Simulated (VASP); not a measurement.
Cd, 3 atoms in the cell. Symmetry: P6/mmm, No. 191, hexagonal system. Conventional cell: a = 5.059 Å, b = 5.059 Å, c = 3.041 Å, α = 90.00°, β = 90.00°, γ = 120.00°. Within 4.0 Å of Cd (site symmetry 6/mmm) lie 14 Cd at 3.04 to 3.29 Å. Within 3.8 Å of Cd (site symmetry -6m2) lie 11 Cd at 2.92 to 3.29 Å. 

* Program: VASP 6.6.1
* Task: single point
* Functional: PBE
* Potentials or basis: VASP PAW PBE potentials, release 64 (Cd)
* Cutoff: 520 eV
* k mesh: 7 × 7 × 10
* Occupations: fermi-dirac, width 0.08 eV
* Spin: no spin polarisation
* Dipole correction: no
* Further INCAR settings: ALGO = Normal; EDIFF = 1e-06; NBANDS = 25

Potentials or basis: VASP PAW PBE potentials, release 64 (Cd).

Launch:

```sh
$ cat potpaw_PBE.64/Cd/POTCAR > POTCAR
$ mpirun -np 1 vasp_std > vasp.out
```

Hardware: 1 thread of AMD EPYC 7R13, with other jobs on the host.

Question: How long does it take, and how much memory?

Answer: Wall time 110 s on 1 thread of AMD EPYC 7R13, with other jobs on the host, peak memory 0.19 GiB. Counts: scf iterations 11, k points 48.
